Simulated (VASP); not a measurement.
# KMgF3 (Pm-3m) in VASP: further runs

KMgF3 is run at these levels: PBE+D3(BJ); tasks: single point.

Program: VASP 6.6.1. These are calculated values, not measurements. Logs are shortened: lines on timing, memory, paths and dates and some standing lists are left out, and cuts for length are marked.

## 1. The cell of the first run

Symmetry: Pm-3m, No. 221, cubic system. Conventional cell: a = 4.033 Å, b = 4.033 Å, c = 4.033 Å, α = 90.00°, β = 90.00°, γ = 90.00°. Within 3.8 Å of K (site symmetry m-3m) lie 12 F at 2.85 Å and 8 Mg at 3.49 Å. Within 2.7 Å of Mg (site symmetry m-3m) lie 6 F at 2.02 Å. F (site symmetry 4/mmm) has 2 Mg at 2.02 Å within 2.7 Å.

## 2. Single point, PBE+D3(BJ) (13.11 Å³/atom)

Contents of INCAR:

```
SYSTEM = KMgF3
  ALGO = Normal
  EDIFF = 1E-6
  ENCUT = 520
  GGA = PE
  ISIF = 2
  ISMEAR = 0
  IVDW = 12
  LASPH = .True.
  LCHARG = .True.
  LELF = .True.
  LREAL = .False.
  LVHAR = .True.
  LWAVE = .False.
  NBANDS = 24
  NELM = 60
  PREC = Accurate
  SIGMA = 0.01
```

Contents of KPOINTS:

```
k-points
0
Gamma
  6 6 6
  0 0 0
```

Contents of POSCAR:

```
KMgF3
1.0
    4.0325305745      0.0000000000      0.0000000000
    0.0000000000      4.0325305745      0.0000000000
    0.0000000000      0.0000000000      4.0325305745
K Mg F
1 1 3
Direct
    0.5000000000      0.5000000000      0.5000000000
    0.0000000000      0.0000000000      0.0000000000
    0.5000000000      0.0000000000      0.0000000000
    0.0000000000      0.5000000000      0.0000000000
    0.0000000000      0.0000000000      0.5000000000
```

Potentials or basis: VASP PAW PBE potentials, release 64 (K_sv, Mg, F).

Started as:

```sh
> cat potpaw_PBE.64/K_sv/POTCAR potpaw_PBE.64/Mg/POTCAR potpaw_PBE.64/F/POTCAR > POTCAR
> mpirun -np 1 vasp_std > vasp.out
```

OUTCAR:

```text
SYSTEM = KMgF3
   EDIFF = 1E-6
   ENCUT = 520
   GGA = PE
   ISIF = 2
   ISMEAR = 0
   IVDW = 12
   LASPH = .True.
   LREAL = .False.
   NELM = 60
   PREC = Accurate
 IVDW          = 12

 ion  position               nearest neighbor table
   1  0.500  0.500  0.500-   3 2.85   4 2.85   5 2.85   3 2.85   4 2.85   3 2.85   5 2.85   3 2.85
                             4 2.85   5 2.85   4 2.85   5 2.85   2 3.49   2 3.49   2 3.49   2 3.49
   2  0.000  0.000  0.000-   3 2.02   4 2.02   5 2.02   5 2.02   4 2.02   3 2.02   1 3.49   1 3.49
                             1 3.49   1 3.49   1 3.49   1 3.49   1 3.49   1 3.49
   3  0.500  0.000  0.000-   2 2.02   2 2.02   1 2.85   1 2.85   1 2.85   1 2.85
   4  0.000  0.500  0.000-   2 2.02   2 2.02   1 2.85   1 2.85   1 2.85   1 2.85
   5  0.000  0.000  0.500-   2 2.02   2 2.02   1 2.85   1 2.85   1 2.85   1 2.85

  LATTYP: Found a simple cubic cell.
 ALAT       =     4.0325305745

  Lattice vectors:

 A1 = (   4.0325305745,   0.0000000000,   0.0000000000)
 A2 = (   0.0000000000,   4.0325305745,   0.0000000000)
 A3 = (   0.0000000000,   0.0000000000,   4.0325305745)

Analysis of symmetry for initial positions (statically):
=====================================================================
 Subroutine PRICEL returns:
 Original cell was already a primitive cell.

 Routine SETGRP: Setting up the symmetry group for a
 simple cubic supercell.

 Subroutine GETGRP returns: Found 48 space group operations
 (whereof 48 operations were pure point group operations)
 out of a pool of 48 trial point group operations.

The static configuration has the point symmetry O_h .

Analysis of symmetry for dynamics (positions and initial velocities):
=====================================================================
 Subroutine PRICEL returns:
 Original cell was already a primitive cell.

 Routine SETGRP: Setting up the symmetry group for a
 simple cubic supercell.

 Subroutine GETGRP returns: Found 48 space group operations
 (whereof 48 operations were pure point group operations)
 out of a pool of 48 trial point group operations.

The dynamic configuration has the point symmetry O_h .

 Subroutine INISYM returns: Found 48 space group operations
 (whereof 48 operations are pure point group operations),
 and found     1 'primitive' translations

----------------------------------------------------------------------------------------

                                     Primitive cell

  volume of cell :      65.5742

  direct lattice vectors                    reciprocal lattice vectors
     4.032530574  0.000000000  0.000000000     0.247983241  0.000000000  0.000000000
     0.000000000  4.032530574  0.000000000     0.000000000  0.247983241  0.000000000
     0.000000000  0.000000000  4.032530574     0.000000000  0.000000000  0.247983241

  length of vectors
     4.032530574  4.032530574  4.032530574     0.247983241  0.247983241  0.247983241

  position of ions in fractional coordinates (direct lattice)
     0.500000000  0.500000000  0.500000000
     0.000000000  0.000000000  0.000000000
     0.500000000  0.000000000  0.000000000
     0.000000000  0.500000000  0.000000000
     0.000000000  0.000000000  0.500000000

  ion indices of the primitive-cell ions
   primitive index   ion index
                 1           1
                 2           2
                 3           3
                 4           4
                 5           5

----------------------------------------------------------------------------------------

 KPOINTS: k-points

Automatic generation of k-mesh.
 Grid dimensions read from file:
 generate k-points for:    6    6    6

 Generating k-lattice:

  Cartesian coordinates                     Fractional coordinates (reciprocal lattice)
     0.041330540  0.000000000  0.000000000     0.166666667  0.000000000  0.000000000
     0.000000000  0.041330540  0.000000000     0.000000000  0.166666667  0.000000000
     0.000000000  0.000000000  0.041330540     0.000000000  0.000000000  0.166666667

  Length of vectors
     0.041330540  0.041330540  0.041330540

  Shift w.r.t. Gamma in fractional coordinates (k-lattice)
     0.000000000  0.000000000  0.000000000

 Subroutine IBZKPT returns following result:
 ===========================================

 Found     20 irreducible k-points:

 Following reciprocal coordinates:
            Coordinates               Weight
  0.000000  0.000000  0.000000      1.000000
  0.166667  0.000000  0.000000      6.000000
  0.333333  0.000000  0.000000      6.000000
  0.500000  0.000000  0.000000      3.000000
  0.166667  0.166667  0.000000     12.000000
  0.333333  0.166667  0.000000     24.000000
[... 12 lines left out ...]
  0.500000  0.500000  0.333333      6.000000
  0.500000  0.500000  0.500000      1.000000
   k-points           NKPTS =     20   k-points in BZ     NKDIM =     20   number of bands    NBANDS=     24
   number of dos      NEDOS =    301   number of ions     NIONS =      5
   total plane-waves  NPLWV =  27000
   dimension x,y,z NGX =    30 NGY =   30 NGZ =   30
   dimension x,y,z NGXF=    60 NGYF=   60 NGZF=   60
   ions per type =               1   1   3
   NGX,Y,Z   is equivalent  to a cutoff of  12.37, 12.37, 12.37 a.u.
   NGXF,Y,Z  is equivalent  to a cutoff of  24.74, 24.74, 24.74 a.u.
 SYSTEM =  KMgF3
   PREC   = accura    normal or accurate (medium, high low for compatibility)
   ISTART =      0    job   : 0-new  1-cont  2-samecut
   ICHARG =      2    charge: 1-file 2-atom 10-const
   ISPIN  =      1    spin polarized calculation?
   LNONCOLLINEAR =      F non collinear calculations
   LSORBIT =      F    spin-orbit coupling
   LASPH  =      T    aspherical Exc in radial PAW
   ENCUT  =  520.0 eV  38.22 Ry    6.18 a.u.   7.50  7.50  7.50*2*pi/ulx,y,z
   NELM   =     60;   NELMIN=  2; NELMDL= -5     # of ELM steps
   EDIFF  = 0.1E-05   stopping-criterion for ELM
   LREAL  =      F    real-space projection
   EDIFFG = 0.1E-04   stopping-criterion for IOM
   NSW    =      0    number of steps for IOM
   IBRION =     -1    ionic relax: 0-MD 1-quasi-New 2-CG
   NFREE  =      0    steps in history (QN), initial steepest desc. (CG)
   ISIF   =      2    stress and relaxation
   ISYM   =      2    0-nonsym 1-usesym 2-fastsym
   POTIM  = 0.5000    time-step for ionic-motion
   TEBEG  =    0.0;   TEEND  =   0.0 temperature during run
   PSTRESS=    0.0 pullay stress
   NELECT =      32.0000    total number of electrons
   NUPDOWN=      -1.0000    fix difference up-down
   EMIN   =  10.00;   EMAX   =-10.00  energy-range for DOS
   EFERMI =   0.00;   METHOD = LEGACY
   ISMEAR =     0;   SIGMA  =   0.01  broadening in eV -4-tet -1-fermi 0-gaus
   EFERMI_NEDOS =   21; number of points for ismear=-14 and -15
   IALGO  =     38    algorithm
   IMIX   =      4    mixing-type and parameters
     AMIX     =   0.40;   BMIX     =  1.00
     AMIX_MAG =   1.60;   BMIX_MAG =  1.00
  volume/ion in A,a.u.               =      13.11        88.50
  Fermi-wavevector in a.u.,A,eV,Ry     =   1.288884  2.435638 22.602296  1.661222
  Thomas-Fermi vector in A             =   2.420811
   LORBIT       =      0    0 simple, 1 ext, 2 COOP (PROOUT), +10 PAW based schemes
   GGA     = PE    functional components
   LHFCALC =     F    Hartree Fock is set to
   AEXX    =    0.0000 exact exchange contribution
   IVDW    =    12    specifies the selected vdW correction
   LEPSILON=     F    determine dielectric tensor
   LRPA    =     F    only Hartree local field effects (RPA)
 non-spin polarized calculation
 Gauss-broadening in eV      SIGMA  =   0.01
  energy-cutoff  :      520.00
  volume of cell :       65.57
 maximum number of plane-waves:      1791
 NGX is ok and might be reduce to    30
   NGX = 15   NGY = 15   NGZ = 15

 number of electron      31.9999957 magnetization

 Free energy of the ion-electron system (eV)
  ---------------------------------------------------
  ext. energy  EPLUGINS =         0.00000000
  ---------------------------------------------------
  free energy    TOTEN  =       -24.44677263 eV

  energy without entropy =      -24.44677263  energy(sigma->0) =      -24.44677263

 E-fermi :  -1.7021     XC(G=0):  -9.5120

 val. band max:       -1.7735992746   @ k =   0.5000   0.5000   0.5000
 cond. band min:       5.2714458975   @ k =   0.0000   0.0000   0.0000
 fundamental gap:      7.0450451721
 Fermi energy:        -1.7020860235

 k-point     1 :       0.0000    0.0000    0.0000
  band No.  band energies     occupation
      1     -27.4994      2.00000
      2     -21.8027      2.00000
      3     -21.1933      2.00000
      4     -21.1933      2.00000
      5     -10.9868      2.00000
      6     -10.9868      2.00000
[... 16 lines left out ...]
     23      11.8345      0.00000
     24      14.7278      0.00000

 k-point     2 :       0.1667    0.0000    0.0000
  band No.  band energies     occupation
      1     -27.4937      2.00000
      2     -21.7728      2.00000
      3     -21.2278      2.00000
      4     -21.1914      2.00000
      5     -10.9855      2.00000
      6     -10.9750      2.00000
[... 16 lines left out ...]
     23      11.8306      0.00000
     24      14.6026      0.00000

 k-point     3 :       0.3333    0.0000    0.0000
  band No.  band energies     occupation
      1     -27.4822      2.00000
      2     -21.7014      2.00000
      3     -21.3096      2.00000
      4     -21.1876      2.00000
      5     -10.9829      2.00000
      6     -10.9514      2.00000
[... 16 lines left out ...]
     23      11.8521      0.00000
     24      14.2454      0.00000
[... 406 lines left out ...]
 k-point    19 :       0.5000    0.5000    0.3333
  band No.  band energies     occupation
      1     -27.4509      2.00000
      2     -21.3745      2.00000
      3     -21.3673      2.00000
      4     -21.3673      2.00000
      5     -11.1268      2.00000
      6     -11.1268      2.00000
[... 16 lines left out ...]
     23      12.6670      0.00000
     24      12.6670      0.00000

 k-point    20 :       0.5000    0.5000    0.5000
  band No.  band energies     occupation
      1     -27.4480      2.00000
      2     -21.3626      2.00000
      3     -21.3626      2.00000
      4     -21.3626      2.00000
      5     -11.1498      2.00000
      6     -11.1498      2.00000
[... 16 lines left out ...]
     23      12.9307      0.00000
     24      13.0432      0.00000

------------------------ aborting loop because EDIFF is reached ----------------------------------------

 Edisp (eV)   -0.80314

 E8    (eV) :    -0.3362

  FORCE on cell =-STRESS in cart. coord.  units (eV):
  Direction    XX          YY          ZZ          XY          YZ          ZX
  --------------------------------------------------------------------------------------
  -------------------------------------------------------------------------------------
  Total      -0.50559    -0.50559    -0.50559    -0.00000     0.00000    -0.00000
  in kB     -12.35314   -12.35314   -12.35314    -0.00000     0.00000    -0.00000
  external pressure =      -12.35 kB  Pullay stress =        0.00 kB

 VOLUME and BASIS-vectors are now :
 -----------------------------------------------------------------------------
  energy-cutoff  :      520.00
  volume of cell :       65.57
      direct lattice vectors                 reciprocal lattice vectors
     4.032530574  0.000000000  0.000000000     0.247983241  0.000000000  0.000000000
     0.000000000  4.032530574  0.000000000     0.000000000  0.247983241  0.000000000
     0.000000000  0.000000000  4.032530574     0.000000000  0.000000000  0.247983241

 POSITION                                       TOTAL-FORCE (eV/Angst)
 -----------------------------------------------------------------------------------
      2.01627      2.01627      2.01627         0.000000      0.000000      0.000000
      0.00000      0.00000      0.00000         0.000000      0.000000      0.000000
      2.01627      0.00000      0.00000         0.000000      0.000000      0.000000
      0.00000      2.01627      0.00000         0.000000      0.000000      0.000000
      0.00000      0.00000      2.01627         0.000000      0.000000      0.000000
 -----------------------------------------------------------------------------------
    total drift:                                0.000000     -0.000000      0.000000

  FREE ENERGIE OF THE ION-ELECTRON SYSTEM (eV)
  ---------------------------------------------------
  free  energy   TOTEN  =       -25.2499161554 eV

  energy  without entropy=      -25.2499161554  energy(sigma->0) =      -25.24991616
```

It took 49 s on 1 thread of Intel Xeon 8259CL, shared host; peak memory 0.19 GiB.

Results:

* Free energy: -25.2499 eV
* Pressure: -1.2 GPa
* Band gap on the k mesh: 7.04 eV (least direct gap 7.37 eV)
* Dispersion energy per atom: -0.161 eV

Levels at points of the mesh, in eV from the valence-band top:
| k point | band 14 | band 15 | band 16 | band 17 | band 18 | band 19 |
| --- | --- | --- | --- | --- | --- | --- |
| (0.00, 0.00, 0.00) | -0.32 | -0.32 | -0.32 | 7.04 | 10.03 | 10.03 |
| (0.50, 0.00, 0.00) | -0.82 | -0.51 | -0.51 | 9.90 | 10.09 | 11.03 |
| (0.50, 0.50, 0.00) | -0.86 | -0.86 | -0.02 | 10.71 | 11.52 | 12.30 |
| (0.50, 0.50, 0.50) | 0.00 | 0.00 | 0.00 | 10.31 | 10.31 | 10.31 |

A k mesh can miss the band edges.

## 3. Single point, PBE+D3(BJ) (13.63 Å³/atom)

This run uses another cell than the first one, of 13.63 Å³/atom.

Contents of INCAR:

```
  PREC = Accurate
  ENCUT = 520
  EDIFF = 1E-6
  ISMEAR = 0
  SIGMA = 0.01
  LREAL = F
  LASPH = T
  NELM = 100
  ALGO = Normal
  ISIF = 2
  LWAVE = F
  LCHARG = T
  GGA = PE
  IVDW = 12
  LELF = T
  LVHAR = T
  NBANDS = 24
```

Contents of KPOINTS:

```
regular mesh
0
Gamma
  6 6 6
```

POSCAR, as its differences from that of step 2:

```diff
@@ -2,5 +2,5 @@
 1.0
-    4.0325305745      0.0000000000      0.0000000000
-    0.0000000000      4.0325305745      0.0000000000
-    0.0000000000      0.0000000000      4.0325305745
+    4.0845689666      0.0000000000      0.0000000000
+    0.0000000000      4.0845689666      0.0000000000
+    0.0000000000      0.0000000000      4.0845689666
 K Mg F
```

Potentials or basis: VASP PAW PBE potentials, release 64 (K_sv, Mg, F).

Started as:

```sh
> cat potpaw_PBE.64/K_sv/POTCAR potpaw_PBE.64/Mg/POTCAR potpaw_PBE.64/F/POTCAR > POTCAR
> mpirun -np 1 vasp_std > vasp.out
```

Wall time 46 s (1 thread of Intel Xeon 8259CL, shared host); peak memory 0.19 GiB.

The run converged. Its results:

* Free energy: -25.2156 eV
* Pressure: -3.6 GPa
* Band gap on the k mesh: 6.77 eV (least direct gap 7.09 eV)
* Dispersion energy per atom: -0.155 eV

Levels at points of the mesh, in eV from the valence-band top:
| k point | band 14 | band 15 | band 16 | band 17 | band 18 | band 19 |
| --- | --- | --- | --- | --- | --- | --- |
| (0.00, 0.00, 0.00) | -0.32 | -0.32 | -0.32 | 6.77 | 9.97 | 9.97 |
| (0.50, 0.00, 0.00) | -0.76 | -0.49 | -0.49 | 9.66 | 9.72 | 10.92 |
| (0.50, 0.50, 0.00) | -0.83 | -0.83 | -0.02 | 10.47 | 11.33 | 11.95 |
| (0.50, 0.50, 0.50) | 0.00 | 0.00 | 0.00 | 10.15 | 10.15 | 10.15 |

Caveat: the cell stands under tension. A k mesh can miss the band edges.
